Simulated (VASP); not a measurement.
# Hf (Im-3m) in VASP: single point with PBE

Aim: the single point of Hf with PBE.

Everything below comes from runs of VASP 6.6.1. Logs are shortened: lines on timing, memory, paths and dates and some standing lists are left out, and cuts for length are marked.

## (1) The cell of the first run

The structure is cubic, space group Im-3m (No. 229). The conventional cell has a = 3.610 Å, b = 3.610 Å, c = 3.610 Å, α = 90.00°, β = 90.00°, γ = 90.00°. Within 4.1 Å of Hf (site symmetry m-3m) lie 14 Hf at 3.13 to 3.61 Å.

## (2) Single point, PBE

Contents of INCAR:

```
  PREC = Accurate
  ENCUT = 520
  EDIFF = 1E-7
  ISMEAR = -1
  SIGMA = 0.1
  LREAL = False
  LASPH = True
  NELM = 60
  ALGO = Normal
  ISIF = 2
  LWAVE = False
  LCHARG = True
  GGA = PE
  LELF = True
  LVHAR = True
  NBANDS = 11
```

Contents of KPOINTS:

```
regular mesh
0
Gamma
  9 9 9
```

Contents of POSCAR:

```
Hf
1.0
   -1.8050000000      1.8050000000      1.8050000000
    1.8050000000     -1.8050000000      1.8050000000
    1.8050000000      1.8050000000     -1.8050000000
Hf
1
Direct
    0.0000000000      0.0000000000      0.0000000000
```

Potentials or basis: VASP PAW PBE potentials, release 64 (Hf_pv).

On the command line:

```sh
cat potpaw_PBE.64/Hf_pv/POTCAR > POTCAR
mpirun -np 1 vasp_std > vasp.out
```

OUTCAR:

```text
PREC = Accurate
   ENCUT = 520
   EDIFF = 1E-7
   ISMEAR = -1
   LREAL = False
   LASPH = True
   NELM = 60
   ISIF = 2
   GGA = PE

 ion  position               nearest neighbor table
   1  0.000  0.000  0.000-

  LATTYP: Found a body centered cubic cell.
 ALAT       =     3.6100000000

  Lattice vectors:

 A1 = (  -1.8050000000,   1.8050000000,   1.8050000000)
 A2 = (   1.8050000000,  -1.8050000000,   1.8050000000)
 A3 = (   1.8050000000,   1.8050000000,  -1.8050000000)

Analysis of symmetry for initial positions (statically):
=====================================================================
 Subroutine PRICEL returns:
 Original cell was already a primitive cell.

 Routine SETGRP: Setting up the symmetry group for a
 body centered cubic supercell.

 Subroutine GETGRP returns: Found 48 space group operations
 (whereof 48 operations were pure point group operations)
 out of a pool of 48 trial point group operations.

The static configuration has the point symmetry O_h .

Analysis of symmetry for dynamics (positions and initial velocities):
=====================================================================
 Subroutine PRICEL returns:
 Original cell was already a primitive cell.

 Routine SETGRP: Setting up the symmetry group for a
 body centered cubic supercell.

 Subroutine GETGRP returns: Found 48 space group operations
 (whereof 48 operations were pure point group operations)
 out of a pool of 48 trial point group operations.

The dynamic configuration has the point symmetry O_h .

 Subroutine INISYM returns: Found 48 space group operations
 (whereof 48 operations are pure point group operations),
 and found     1 'primitive' translations

----------------------------------------------------------------------------------------

                                     Primitive cell

  volume of cell :      23.5229

  direct lattice vectors                    reciprocal lattice vectors
    -1.805000000  1.805000000  1.805000000     0.000000000  0.277008310  0.277008310
     1.805000000 -1.805000000  1.805000000     0.277008310  0.000000000  0.277008310
     1.805000000  1.805000000 -1.805000000     0.277008310  0.277008310  0.000000000

  length of vectors
     3.126351708  3.126351708  3.126351708     0.391748909  0.391748909  0.391748909

  position of ions in fractional coordinates (direct lattice)
     0.000000000  0.000000000  0.000000000

  ion indices of the primitive-cell ions
   primitive index   ion index
                 1           1

----------------------------------------------------------------------------------------

 KPOINTS: regular mesh

Automatic generation of k-mesh.
 Grid dimensions read from file:
 generate k-points for:    9    9    9

 Generating k-lattice:

  Cartesian coordinates                     Fractional coordinates (reciprocal lattice)
     0.000000000  0.030778701  0.030778701     0.111111111  0.000000000  0.000000000
     0.030778701  0.000000000  0.030778701     0.000000000  0.111111111  0.000000000
     0.030778701  0.030778701  0.000000000     0.000000000  0.000000000  0.111111111

  Length of vectors
     0.043527657  0.043527657  0.043527657

  Shift w.r.t. Gamma in fractional coordinates (k-lattice)
     0.000000000  0.000000000  0.000000000

 Subroutine IBZKPT returns following result:
 ===========================================

 Found     35 irreducible k-points:

 Following reciprocal coordinates:
            Coordinates               Weight
  0.000000  0.000000  0.000000      1.000000
  0.111111  0.000000  0.000000     12.000000
  0.222222  0.000000  0.000000     12.000000
  0.333333  0.000000  0.000000     12.000000
  0.444444  0.000000  0.000000     12.000000
  0.111111  0.111111  0.000000     24.000000
[... 16 lines left out ...]
 -0.333333  0.444444  0.111111     48.000000
 -0.444444 -0.444444  0.111111     24.000000
 [... further k-points ...]
   k-points           NKPTS =     35   k-points in BZ     NKDIM =     35   number of bands    NBANDS=     11
   number of dos      NEDOS =    301   number of ions     NIONS =      1
   total plane-waves  NPLWV =  13824
   dimension x,y,z NGX =    24 NGY =   24 NGZ =   24
   dimension x,y,z NGXF=    48 NGYF=   48 NGZF=   48
   ions per type =               1
   NGX,Y,Z   is equivalent  to a cutoff of  12.76, 12.76, 12.76 a.u.
   NGXF,Y,Z  is equivalent  to a cutoff of  25.52, 25.52, 25.52 a.u.
 SYSTEM =  unknown system
   PREC   = accura    normal or accurate (medium, high low for compatibility)
   ISTART =      0    job   : 0-new  1-cont  2-samecut
   ICHARG =      2    charge: 1-file 2-atom 10-const
   ISPIN  =      1    spin polarized calculation?
   LNONCOLLINEAR =      F non collinear calculations
   LSORBIT =      F    spin-orbit coupling
   LASPH  =      T    aspherical Exc in radial PAW
   ENCUT  =  520.0 eV  38.22 Ry    6.18 a.u.   5.81  5.81  5.81*2*pi/ulx,y,z
   NELM   =     60;   NELMIN=  2; NELMDL= -5     # of ELM steps
   EDIFF  = 0.1E-06   stopping-criterion for ELM
   LREAL  =      F    real-space projection
   EDIFFG = 0.1E-05   stopping-criterion for IOM
   NSW    =      0    number of steps for IOM
   IBRION =     -1    ionic relax: 0-MD 1-quasi-New 2-CG
   NFREE  =      0    steps in history (QN), initial steepest desc. (CG)
   ISIF   =      2    stress and relaxation
   ISYM   =      2    0-nonsym 1-usesym 2-fastsym
   POTIM  = 0.5000    time-step for ionic-motion
   TEBEG  =    0.0;   TEEND  =   0.0 temperature during run
   PSTRESS=    0.0 pullay stress
   NELECT =      10.0000    total number of electrons
   NUPDOWN=      -1.0000    fix difference up-down
   EMIN   =  10.00;   EMAX   =-10.00  energy-range for DOS
   EFERMI =   0.00;   METHOD = LEGACY
   ISMEAR =    -1;   SIGMA  =   0.10  broadening in eV -4-tet -1-fermi 0-gaus
   EFERMI_NEDOS =   21; number of points for ismear=-14 and -15
   IALGO  =     38    algorithm
   IMIX   =      4    mixing-type and parameters
     AMIX     =   0.40;   BMIX     =  1.00
     AMIX_MAG =   1.60;   BMIX_MAG =  1.00
  volume/ion in A,a.u.               =      23.52       158.74
  Fermi-wavevector in a.u.,A,eV,Ry     =   1.230961  2.326179 20.616432  1.515265
  Thomas-Fermi vector in A             =   2.365789
   LORBIT       =      0    0 simple, 1 ext, 2 COOP (PROOUT), +10 PAW based schemes
   GGA     = PE    functional components
   LHFCALC =     F    Hartree Fock is set to
   AEXX    =    0.0000 exact exchange contribution
   IVDW    =     0    specifies the selected vdW correction
   LEPSILON=     F    determine dielectric tensor
   LRPA    =     F    only Hartree local field effects (RPA)
 non-spin polarized calculation
  energy-cutoff  :      520.00
  volume of cell :       23.52
 maximum number of plane-waves:       650
   NGX = 11   NGY = 11   NGZ = 11

 number of electron      10.0000001 magnetization

 Free energy of the ion-electron system (eV)
  ---------------------------------------------------
  ext. energy  EPLUGINS =         0.00000000
  ---------------------------------------------------
  free energy    TOTEN  =        -9.75182939 eV

  energy without entropy =       -9.67705763  energy(sigma->0) =       -9.71444351

 E-fermi :   4.2588     XC(G=0): -11.0584

 val. band max:        4.2190769806   @ k =   0.3333   0.0000   0.0000
 cond. band min:       4.2642843914   @ k =  -0.2222   0.3333   0.1111
 fundamental gap:      0.0452074109
 Fermi energy:         4.2588273303

 k-point     1 :       0.0000    0.0000    0.0000
  band No.  band energies     occupation
      1     -25.7877      2.00000
      2     -25.7877      2.00000
      3     -25.7877      2.00000
      4      -2.6291      2.00000
      5       5.7294      0.00000
      6       5.7294      0.00000
      7       5.7294      0.00000
      8       8.3669      0.00000
      9       8.3669      0.00000
     10      17.2899      0.00000
     11      17.2899      0.00000

 k-point     2 :       0.1111    0.0000    0.0000
  band No.  band energies     occupation
      1     -25.8729      2.00000
      2     -25.8148      2.00000
      3     -25.7879      2.00000
      4      -2.2050      2.00000
      5       5.4441      0.00001
      6       5.5868      0.00000
      7       6.1485      0.00000
      8       7.9837      0.00000
      9       8.3694      0.00000
     10      17.3183      0.00000
     11      17.6451      0.00000

 k-point     3 :       0.2222    0.0000    0.0000
  band No.  band energies     occupation
      1     -26.0828      2.00000
      2     -25.8826      2.00000
      3     -25.7885      2.00000
      4      -1.0708      2.00000
      5       4.8170      0.00750
      6       4.9748      0.00155
      7       7.3599      0.00000
      8       7.8222      0.00000
      9       8.4585      0.00000
     10      17.3121      0.00000
     11      17.5887      0.00000

 k-point     4 :       0.3333    0.0000    0.0000
  band No.  band energies     occupation
      1     -26.3121      2.00000
      2     -25.9586      2.00000
      3     -25.7893      2.00000
      4       0.2664      2.00000
      5       4.2191      1.19618
      6       4.5116      0.14785
      7       8.1385      0.00000
      8       8.7313      0.00000
      9       9.1894      0.00000
     10      15.9808      0.00000
     11      16.0021      0.00000
[... 239 lines left out ...]
 k-point    22 :      -0.4444    0.4444    0.1111
  band No.  band energies     occupation
      1     -26.4346      2.00000
      2     -26.0387      2.00000
      3     -25.8494      2.00000
      4       1.3530      2.00000
      5       4.2882      0.85402
      6       4.4066      0.37156
      7       7.2964      0.00000
      8       9.5069      0.00000
      9      10.9371      0.00000
     10      13.9478      0.00000
     11      16.1661      0.00000

 k-point    23 :      -0.3333    0.4444    0.1111
  band No.  band energies     occupation
      1     -26.3549      2.00000
      2     -26.0821      2.00000
      3     -25.8986      2.00000
      4       1.6888      2.00000
      5       3.7148      1.99136
      6       4.7254      0.01865
      7       7.1086      0.00000
      8       8.9154      0.00000
      9      10.6050      0.00000
     10      14.4011      0.00000
     11      17.3251      0.00000

 k-point    24 :      -0.4444   -0.4444    0.1111
  band No.  band energies     occupation
      1     -26.4071      2.00000
      2     -26.1182      2.00000
      3     -25.8981      2.00000
      4       2.0402      2.00000
      5       3.9291      1.92870
      6       4.3486      0.57910
      7       7.0703      0.00000
      8       9.6256      0.00000
      9      11.9739      0.00000
     10      12.9274      0.00000
     11      16.2646      0.00000

 [... further k-points ...]

------------------------ aborting loop because EDIFF is reached ----------------------------------------

  FORCE on cell =-STRESS in cart. coord.  units (eV):
  Direction    XX          YY          ZZ          XY          YZ          ZX
  --------------------------------------------------------------------------------------
  -------------------------------------------------------------------------------------
  Total       -0.7183769     -0.7183769     -0.7183769      0.0000000      0.0000000      0.0000000
  in kB      -48.9295655    -48.9295655    -48.9295655      0.0000000      0.0000000      0.0000000
  external PRESSURE =     -48.9295655 kB  Pullay stress =       0.0000000 kB

 VOLUME and BASIS-vectors are now :
 -----------------------------------------------------------------------------
  energy-cutoff  :      520.00
  volume of cell :       23.52
      direct lattice vectors                 reciprocal lattice vectors
    -1.805000000  1.805000000  1.805000000     0.000000000  0.277008310  0.277008310
     1.805000000 -1.805000000  1.805000000     0.277008310  0.000000000  0.277008310
     1.805000000  1.805000000 -1.805000000     0.277008310  0.277008310  0.000000000

 POSITION                                       TOTAL-FORCE (eV/Angst)
 -----------------------------------------------------------------------------------
      0.00000      0.00000      0.00000         0.000000     -0.000000     -0.000000
 -----------------------------------------------------------------------------------
    total drift:                                0.000000      0.000000      0.000000

  FREE ENERGIE OF THE ION-ELECTRON SYSTEM (eV)
  ---------------------------------------------------
  free  energy   TOTEN  =        -9.7518293903 eV

  energy  without entropy=       -9.6770576348  energy(sigma->0) =       -9.71444351
```

Run time: 7.6 s. Hardware: 1 thread of AMD EPYC 7R43 (Zen 3), shared host; peak memory 0.11 GiB.

What came out:

```yaml
Free_energy: -9.7518 eV
Pressure: -4.9 GPa
Band_gap_on_the_k_mesh: zero (band 5 reaches 5.73 eV, above the bottom of band 6 at 3.54 eV)
```

Caveat: spin-orbit coupling is left out, which moves the levels of the heavy elements.
